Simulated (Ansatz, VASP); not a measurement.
## ZrGa3 in VASP and in Ansatz

```
Zr Ga
1.0
    -1.98550    1.98550    4.45179
     1.98550   -1.98550    4.45179
     1.98550    1.98550   -4.45179
Zr Ga
1 3
Direct
  0.00000 0.00000 0.00000
  0.50000 0.50000 0.00000
  0.75000 0.25000 0.50000
  0.25000 0.75000 0.50000
```

Change from the starting cell: zz strain of +2 %, PAW files.

Alike in both runs: task electric field gradients; functional LDA; k mesh 12 × 12 × 12; occupations fermi-dirac, width 0.03 eV; no spin polarisation.

|  | VASP | Ansatz |
| --- | --- | --- |
| version | VASP 6.6.1 | Ansatz 0.2.0 |
| potentials or method | VASP PAW LDA potentials, release 64 (Zr_sv, Ga_d) | PAW with Ansatz's default frozen-core files, scalar-relativistic |
| plane-wave cutoff (eV) | 520 | 420 |
| valence electrons in the cell | 51 | 51 |

```csv
,VASP,Ansatz,Ansatz less VASP
pressure (GPa),-6.9,-7.2,-0.25
"traceless stress, the component that is largest in VASP (GPa)",4.43,4.46,+0.024
size of Vzz on the site where it differs most (V/Å²),99.7,102.2,+2.56
```

LDA's correlation is that of Perdew and Zunger in VASP and of Perdew and Wang (1992) in Ansatz.
